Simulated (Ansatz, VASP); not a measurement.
## One calculation of MgO, two programs

Contents of INCAR:

```
SYSTEM = MgO
ALGO = Normal
EDIFF = 1E-6
ENCUT = 520
GGA = PE
ISIF = 2
ISMEAR = 0
LASPH = .True.
LCHARG = .False.
LREAL = .False.
LWAVE = .False.
NBANDS = 16
NELM = 100
PREC = Accurate
SIGMA = 0.05
```

The input KPOINTS:

```
k-points
0
Gamma
  9 9 6
  0 0 0
```

The input POSCAR:

```
MgO
1.0
    3.5623398291      0.0000000000      0.0000000000
   -1.7811699146      3.0850767889      0.0000000000
    0.0000000000      0.0000000000      4.1406048166
Mg O
2 2
Direct
    0.6722747364      0.3333333333      0.7500000000
    0.3389414031      0.6666666667      0.2500000000
    0.6581471257      0.3333333333      0.2500000000
    0.3248137924      0.6666666667      0.7500000000
```

Input for Ansatz:

```yaml
crystal:
  lattice:
    - [3.5623398291, 0.0, 0.0]
    - [-1.7811699146, 3.0850767889, 0.0]
    - [0.0, 0.0, 4.1406048166]
  atoms:
    - { symbol: Mg, position: [0.6722747364, 0.3333333333, 0.75] }
    - { symbol: Mg, position: [0.3389414031, 0.6666666667, 0.25] }
    - { symbol: O, position: [0.6581471257, 0.3333333333, 0.25] }
    - { symbol: O, position: [0.3248137924, 0.6666666667, 0.75] }
basis:
  ecutwfc: 520.0
kpoints:
  mp_grid: { grid: [9, 9, 6] }
hamiltonian:
  xc: pbe
  pseudopotentials: { kind: paw, azcp: { folder: soft_1 } }
scf:
  occupations: { method: gaussian, width: 0.05 }
output:
  forces: true
  stress: true
  eigenvalues: true
```

Change from the starting cell: mode 8 frozen in at -0.030 Å, strain +e along z and -e/2 along x and y -0.0233.

Alike in both runs: task single point; functional PBE; k mesh 9 × 9 × 6; occupations gaussian, width 0.05 eV; no spin polarisation.

|  | VASP | Ansatz |
| --- | --- | --- |
| version | VASP 6.6.1 | Ansatz 0.2.0 |
| potentials or method | VASP PAW PBE potentials, release 64 (Mg, O), cutoff 520 eV | scalar-relativistic, plane waves, PAW |
| valence electrons in the cell | 16 | 32 |

```csv
,VASP,Ansatz,Ansatz less VASP
gap on the k mesh at the Fermi level (eV),3.31,3.33,+0.020
least direct gap on the mesh (eV),3.31,3.33,+0.020
pressure (GPa),0.1,0.7,+0.59
"traceless stress, the component that is largest in VASP (GPa)",3.53,3.62,+0.086
rms of the force components (eV/Å),0.206,0.204,-0.0019
```

Atom by atom the forces differ by 0.002 eV/Å (rms over components). VASP's potentials hold 16 valence electrons a cell and Ansatz's 32, so a difference there can come from the potentials and not from the codes.
